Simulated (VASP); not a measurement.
A run of VASP 6.6.1:

Contents of POSCAR:

```
C
1.0
    0.0000000000      1.7801050049      1.7801050049
    1.7801050049      0.0000000000      1.7801050049
    1.7801050049      1.7801050049      0.0000000000
C
2
Direct
   -0.1250000000     -0.1250000000     -0.1250000000
    0.1250000000      0.1250000000      0.1250000000
```

File INCAR.step1:

```
SYSTEM = C
  ALGO = Normal
  EDIFF = 1E-4
  ENCUT = 520
  GGA = PE
  ISMEAR = -1
  LASPH = .TRUE.
  LCHARG = .FALSE.
  LREAL = .FALSE.
  LWAVE = .TRUE.
  NBANDS = 11
  NELM = 60
  PREC = Accurate
  SIGMA = 0.02
```

Contents of INCAR.step2:

```
SYSTEM = C
  ALGO = Normal
  EDIFF = 1E-6
  ENCUT = 520
  ISIF = 2
  ISMEAR = -1
  ISTART = 1
  LASPH = .TRUE.
  LCHARG = .TRUE.
  LELF = .TRUE.
  LMIXTAU = .TRUE.
  LREAL = .FALSE.
  LVHAR = .TRUE.
  LWAVE = .FALSE.
  METAGGA = R2SCAN
  NBANDS = 11
  NELM = 60
  PREC = Accurate
  SIGMA = 0.02
```

KPOINTS

```
k-points
0
G
  16 16 16
  0 0 0
```

Potentials or basis: VASP PAW PBE potentials, release 64 (C).

Run with:

```bash
$ cat potpaw_PBE.64/C/POTCAR > POTCAR
$ cp INCAR.step1 INCAR
$ mpirun -np 1 vasp_std > vasp.out
$ cp INCAR.step2 INCAR
$ mpirun -np 1 vasp_std > vasp.out
```

Hardware: 1 thread of Intel(R) Xeon(R) 6975P-C (Granite Rapids), with other jobs on the host.

How long does it take, and how much memory?

Run time: 27 s on 1 thread of Intel(R) Xeon(R) 6975P-C (Granite Rapids) (shared host), peak memory 0.12 GiB. Counts: k points 145.
